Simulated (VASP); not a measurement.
# TePd2 (Pn-3m) in VASP: single point with r2SCAN

Aim: the single point of TePd2 with r2SCAN.

All numbers are computed with VASP 6.6.1; they aren't measurements. Logs are shortened: lines on timing, memory, paths and dates and some standing lists are left out, and cuts for length are marked.

## Step 1: The cell of the first run

The structure is cubic, space group Pn-3m (No. 224). Conventional cell: a = 5.135 Å, b = 5.135 Å, c = 5.135 Å, α = 90.00°, β = 90.00°, γ = 90.00°. Within 2.9 Å of Te (site symmetry -43m) lie 4 Pd at 2.22 Å. Within 2.9 Å of Pd (site symmetry -3m) lie 2 Te at 2.22 Å.

## Step 2: Single point, r2SCAN

Input file POSCAR:

```
TePd2
1.0
    5.1352171900      0.0000000000      0.0000000000
    0.0000000000      5.1352171900      0.0000000000
    0.0000000000      0.0000000000      5.1352171900
Te Pd
2 4
Direct
    0.0000000000      0.0000000000      0.0000000000
    0.5000000000      0.5000000000      0.5000000000
    0.2500000000      0.2500000000      0.2500000000
    0.2500000000      0.7500000000      0.7500000000
    0.7500000000      0.7500000000      0.2500000000
    0.7500000000      0.2500000000      0.7500000000
```

Input file INCAR.step1:

```
SYSTEM = TePd2
PREC = Accurate ; ENCUT = 520
ISMEAR = -1 ; SIGMA = 0.1
LREAL = .FALSE. ; LASPH = .TRUE.
NELM = 60 ; NBANDS = 35
GGA = PE ; ALGO = Normal
EDIFF = 1E-4 ; LWAVE = .TRUE.
LCHARG = .FALSE.
```

Input file INCAR.step2:

```
SYSTEM = TePd2
PREC = Accurate ; ENCUT = 520
EDIFF = 1E-6 ; ISMEAR = -1
SIGMA = 0.1 ; LREAL = .FALSE.
LASPH = .TRUE. ; NELM = 60
ALGO = Normal ; ISIF = 2
LWAVE = .FALSE. ; LCHARG = .TRUE.
METAGGA = R2SCAN ; LMIXTAU = .TRUE.
LELF = .TRUE. ; LVHAR = .TRUE.
NBANDS = 35 ; ISTART = 1
```

Input file KPOINTS:

```
regular mesh
0
G
  7 7 7
  0 0 0
```

Potentials or basis: VASP PAW PBE potentials, release 64 (Te, Pd).

The run is started by

```console
$ cat potpaw_PBE.64/Te/POTCAR potpaw_PBE.64/Pd/POTCAR > POTCAR
$ cp INCAR.step1 INCAR
$ mpirun -np 1 vasp_std > vasp.out
$ cp INCAR.step2 INCAR
$ mpirun -np 1 vasp_std > vasp.out
```

OUTCAR:

```text
SYSTEM = TePd2
   PREC = Accurate
   ENCUT = 520
   EDIFF = 1E-6
   ISMEAR = -1
   LREAL = .FALSE.
   LASPH = .TRUE.
   NELM = 60
   ISIF = 2
   METAGGA = R2SCAN
   ISTART = 1

 ion  position               nearest neighbor table
   1  0.000  0.000  0.000-   3 2.22   4 2.22   5 2.22   6 2.22
   2  0.500  0.500  0.500-   3 2.22   4 2.22   5 2.22   6 2.22
   3  0.250  0.250  0.250-   1 2.22   2 2.22
   4  0.250  0.750  0.750-   1 2.22   2 2.22
   5  0.750  0.750  0.250-   1 2.22   2 2.22
   6  0.750  0.250  0.750-   1 2.22   2 2.22

  LATTYP: Found a simple cubic cell.
 ALAT       =     5.1352171900

  Lattice vectors:

 A1 = (   5.1352171900,   0.0000000000,   0.0000000000)
 A2 = (   0.0000000000,   5.1352171900,   0.0000000000)
 A3 = (   0.0000000000,   0.0000000000,   5.1352171900)

Analysis of symmetry for initial positions (statically):
=====================================================================
 Subroutine PRICEL returns:
 Original cell was already a primitive cell.

 Routine SETGRP: Setting up the symmetry group for a
 simple cubic supercell.

 Subroutine GETGRP returns: Found 48 space group operations
 (whereof 24 operations were pure point group operations)
 out of a pool of 48 trial point group operations.

The static configuration has the point symmetry T_d .
 The point group associated with its full space group is O_h .

Analysis of symmetry for dynamics (positions and initial velocities):
=====================================================================
 Subroutine PRICEL returns:
 Original cell was already a primitive cell.

 Routine SETGRP: Setting up the symmetry group for a
 simple cubic supercell.

 Subroutine GETGRP returns: Found 48 space group operations
 (whereof 24 operations were pure point group operations)
 out of a pool of 48 trial point group operations.

The dynamic configuration has the point symmetry T_d .
 The point group associated with its full space group is O_h .

 Subroutine INISYM returns: Found 48 space group operations
 (whereof 24 operations are pure point group operations),
 and found     1 'primitive' translations

----------------------------------------------------------------------------------------

                                     Primitive cell

  volume of cell :     135.4180

  direct lattice vectors                    reciprocal lattice vectors
     5.135217190  0.000000000  0.000000000     0.194733730  0.000000000  0.000000000
     0.000000000  5.135217190  0.000000000     0.000000000  0.194733730  0.000000000
     0.000000000  0.000000000  5.135217190     0.000000000  0.000000000  0.194733730

  length of vectors
     5.135217190  5.135217190  5.135217190     0.194733730  0.194733730  0.194733730

  position of ions in fractional coordinates (direct lattice)
     0.000000000  0.000000000  0.000000000
     0.500000000  0.500000000  0.500000000
     0.250000000  0.250000000  0.250000000
     0.250000000  0.750000000  0.750000000
     0.750000000  0.750000000  0.250000000
     0.750000000  0.250000000  0.750000000

  ion indices of the primitive-cell ions
   primitive index   ion index
                 1           1
                 2           2
                 3           3
                 4           4
                 5           5
                 6           6

----------------------------------------------------------------------------------------

 KPOINTS: regular mesh

Automatic generation of k-mesh.
 Grid dimensions read from file:
 generate k-points for:    7    7    7

 Generating k-lattice:

  Cartesian coordinates                     Fractional coordinates (reciprocal lattice)
     0.027819104  0.000000000  0.000000000     0.142857143  0.000000000  0.000000000
     0.000000000  0.027819104  0.000000000     0.000000000  0.142857143  0.000000000
     0.000000000  0.000000000  0.027819104     0.000000000  0.000000000  0.142857143

  Length of vectors
     0.027819104  0.027819104  0.027819104

  Shift w.r.t. Gamma in fractional coordinates (k-lattice)
     0.000000000  0.000000000  0.000000000

 Subroutine IBZKPT returns following result:
 ===========================================

 Found     20 irreducible k-points:

 Following reciprocal coordinates:
            Coordinates               Weight
  0.000000  0.000000  0.000000      1.000000
  0.142857  0.000000  0.000000      6.000000
  0.285714  0.000000  0.000000      6.000000
  0.428571  0.000000  0.000000      6.000000
  0.142857  0.142857  0.000000     12.000000
  0.285714  0.142857  0.000000     24.000000
[... 12 lines left out ...]
  0.428571  0.428571  0.285714     24.000000
  0.428571  0.428571  0.428571      8.000000
   k-points           NKPTS =     20   k-points in BZ     NKDIM =     20   number of bands    NBANDS=     35
   number of dos      NEDOS =    301   number of ions     NIONS =      6
   total plane-waves  NPLWV =  64000
   dimension x,y,z NGX =    40 NGY =   40 NGZ =   40
   dimension x,y,z NGXF=    80 NGYF=   80 NGZF=   80
   ions per type =               2   4
   NGX,Y,Z   is equivalent  to a cutoff of  12.95, 12.95, 12.95 a.u.
   NGXF,Y,Z  is equivalent  to a cutoff of  25.90, 25.90, 25.90 a.u.
 SYSTEM =  TePd2
   PREC   = accura    normal or accurate (medium, high low for compatibility)
   ISTART =      1    job   : 0-new  1-cont  2-samecut
   ICHARG =      0    charge: 1-file 2-atom 10-const
   ISPIN  =      1    spin polarized calculation?
   LNONCOLLINEAR =      F non collinear calculations
   LSORBIT =      F    spin-orbit coupling
   LASPH  =      T    aspherical Exc in radial PAW
   ENCUT  =  520.0 eV  38.22 Ry    6.18 a.u.   9.55  9.55  9.55*2*pi/ulx,y,z
   NELM   =     60;   NELMIN=  2; NELMDL=  0     # of ELM steps
   EDIFF  = 0.1E-05   stopping-criterion for ELM
   LREAL  =      F    real-space projection
   EDIFFG = 0.1E-04   stopping-criterion for IOM
   NSW    =      0    number of steps for IOM
   IBRION =     -1    ionic relax: 0-MD 1-quasi-New 2-CG
   NFREE  =      0    steps in history (QN), initial steepest desc. (CG)
   ISIF   =      2    stress and relaxation
   ISYM   =      2    0-nonsym 1-usesym 2-fastsym
   POTIM  = 0.5000    time-step for ionic-motion
   TEBEG  =    0.0;   TEEND  =   0.0 temperature during run
   PSTRESS=    0.0 pullay stress
   NELECT =      52.0000    total number of electrons
   NUPDOWN=      -1.0000    fix difference up-down
   EMIN   =  10.00;   EMAX   =-10.00  energy-range for DOS
   EFERMI =   0.00;   METHOD = LEGACY
   ISMEAR =    -1;   SIGMA  =   0.10  broadening in eV -4-tet -1-fermi 0-gaus
   EFERMI_NEDOS =   21; number of points for ismear=-14 and -15
   IALGO  =     38    algorithm
   IMIX   =      4    mixing-type and parameters
     AMIX     =   0.40;   BMIX     =  1.00
     AMIX_MAG =   1.60;   BMIX_MAG =  1.00
  volume/ion in A,a.u.               =      22.57       152.31
  Fermi-wavevector in a.u.,A,eV,Ry     =   1.189918  2.248619 19.264563  1.415905
  Thomas-Fermi vector in A             =   2.326015
   LORBIT       =      0    0 simple, 1 ext, 2 COOP (PROOUT), +10 PAW based schemes
   METAGGA = R2SCAN    functional components
   LHFCALC =     F    Hartree Fock is set to
   AEXX    =    0.0000 exact exchange contribution
   IVDW    =     0    specifies the selected vdW correction
   LEPSILON=     F    determine dielectric tensor
   LRPA    =     F    only Hartree local field effects (RPA)
 non-spin polarized calculation
  energy-cutoff  :      520.00
  volume of cell :      135.42
 maximum number of plane-waves:      3743
 NGX is ok and might be reduce to    40
   NGX = 19   NGY = 19   NGZ = 19

 number of electron      52.0000003 magnetization

 Free energy of the ion-electron system (eV)
  ---------------------------------------------------
  ext. energy  EPLUGINS =         0.00000000
  ---------------------------------------------------
  free energy    TOTEN  =      -134.23867014 eV

  energy without entropy =     -133.99666854  energy(sigma->0) =     -134.11766934

 E-fermi :   6.6918     XC(G=0): -11.0384

 val. band max:        6.6773390889   @ k =   0.4286   0.2857   0.1429
 cond. band min:       6.7123707282   @ k =   0.2857   0.2857   0.0000
 fundamental gap:      0.0350316393
 Fermi energy:         6.6917622437

 k-point     1 :       0.0000    0.0000    0.0000
  band No.  band energies     occupation
      1      -7.5989      2.00000
      2      -5.1545      2.00000
      3      -0.6271      2.00000
      4      -0.6271      2.00000
      5      -0.6271      2.00000
      6       2.5762      2.00000
[... 27 lines left out ...]
     34      13.9338      0.00000
     35      15.2588      0.00000

 k-point     2 :       0.1429    0.0000    0.0000
  band No.  band energies     occupation
      1      -7.5107      2.00000
      2      -5.3399      2.00000
      3      -0.5423      2.00000
      4      -0.5423      2.00000
      5      -0.4115      2.00000
      6       2.5412      2.00000
[... 27 lines left out ...]
     34      13.3975      0.00000
     35      15.2423      0.00000

 k-point     3 :       0.2857    0.0000    0.0000
  band No.  band energies     occupation
      1      -7.2530      2.00000
      2      -5.7929      2.00000
      3      -0.3078      2.00000
      4      -0.3078      2.00000
      5       0.1333      2.00000
      6       1.9031      2.00000
[... 27 lines left out ...]
     34      12.9034      0.00000
     35      14.6803      0.00000

 k-point     4 :       0.4286    0.0000    0.0000
  band No.  band energies     occupation
      1      -6.8479      2.00000
      2      -6.3369      2.00000
      3      -0.0286      2.00000
      4      -0.0286      2.00000
      5       0.8325      2.00000
      6       1.3736      2.00000
[... 27 lines left out ...]
     34      13.6428      0.00000
     35      13.6935      0.00000

 k-point     5 :       0.1429    0.1429    0.0000
  band No.  band energies     occupation
      1      -7.4282      2.00000
      2      -5.4903      2.00000
      3      -0.5734      2.00000
      4      -0.4646      2.00000
      5      -0.1235      2.00000
      6       2.2428      2.00000
[... 486 lines left out ...]
 k-point    18 :       0.4286    0.2857    0.2857
  band No.  band energies     occupation
      1      -7.0490      2.00000
      2      -5.9242      2.00000
      3      -0.3558      2.00000
      4      -0.2856      2.00000
      5       0.2419      2.00000
      6       1.8383      2.00000
[... 27 lines left out ...]
     34      14.2686      0.00000
     35      15.2034      0.00000

 k-point    19 :       0.4286    0.4286    0.2857
  band No.  band energies     occupation
      1      -7.1437      2.00000
      2      -5.7389      2.00000
      3      -0.3994      2.00000
      4      -0.3672      2.00000
      5       0.0013      2.00000
      6       2.1000      2.00000
[... 27 lines left out ...]
     34      14.4720      0.00000
     35      15.3892      0.00000

 k-point    20 :       0.4286    0.4286    0.4286
  band No.  band energies     occupation
      1      -7.2715      2.00000
      2      -5.4816      2.00000
      3      -0.4289      2.00000
      4      -0.4289      2.00000
      5      -0.3280      2.00000
      6       2.5445      2.00000
[... 27 lines left out ...]
     34      14.3262      0.00000
     35      15.7930      0.00000

------------------------ aborting loop because EDIFF is reached ----------------------------------------

  FORCE on cell =-STRESS in cart. coord.  units (eV):
  Direction    XX          YY          ZZ          XY          YZ          ZX
  --------------------------------------------------------------------------------------
  -------------------------------------------------------------------------------------
  Total       32.2117668     32.2117668     32.2117668     -0.0000000     -0.0000000      0.0000000
  in kB      381.1085391    381.1085391    381.1085391     -0.0000000     -0.0000000      0.0000000
  external PRESSURE =     381.1085391 kB  Pullay stress =       0.0000000 kB

 VOLUME and BASIS-vectors are now :
 -----------------------------------------------------------------------------
  energy-cutoff  :      520.00
  volume of cell :      135.42
      direct lattice vectors                 reciprocal lattice vectors
     5.135217190  0.000000000  0.000000000     0.194733730  0.000000000  0.000000000
     0.000000000  5.135217190  0.000000000     0.000000000  0.194733730  0.000000000
     0.000000000  0.000000000  5.135217190     0.000000000  0.000000000  0.194733730

 POSITION                                       TOTAL-FORCE (eV/Angst)
 -----------------------------------------------------------------------------------
      0.00000      0.00000      0.00000        -0.000000      0.000000      0.000000
      2.56761      2.56761      2.56761        -0.000000      0.000000      0.000000
      1.28380      1.28380      1.28380         0.000000     -0.000000      0.000000
      1.28380      3.85141      3.85141        -0.000000     -0.000000      0.000000
      3.85141      3.85141      1.28380         0.000000     -0.000000     -0.000000
      3.85141      1.28380      3.85141         0.000000      0.000000     -0.000000
 -----------------------------------------------------------------------------------
    total drift:                                0.000000     -0.000000     -0.000000

  FREE ENERGIE OF THE ION-ELECTRON SYSTEM (eV)
  ---------------------------------------------------
  free  energy   TOTEN  =      -134.2386701418 eV

  energy  without entropy=     -133.9966685413  energy(sigma->0) =     -134.11766934
```

Run time: 2.4 min. Hardware: 1 thread of Intel Xeon 6975P-C (Granite Rapids), shared host; peak memory 0.29 GiB.

What came out:

```yaml
Free_energy: -134.2387 eV
Pressure: 38.1 GPa
Band_gap_on_the_k_mesh: zero (band 26 reaches 7.52 eV, above the bottom of band 27 at 6.38 eV)
```

Caveat: the PAW data sets were made with another functional, which shifts forces and pressure a little; spin-orbit coupling is left out, which moves the levels of the heavy elements.
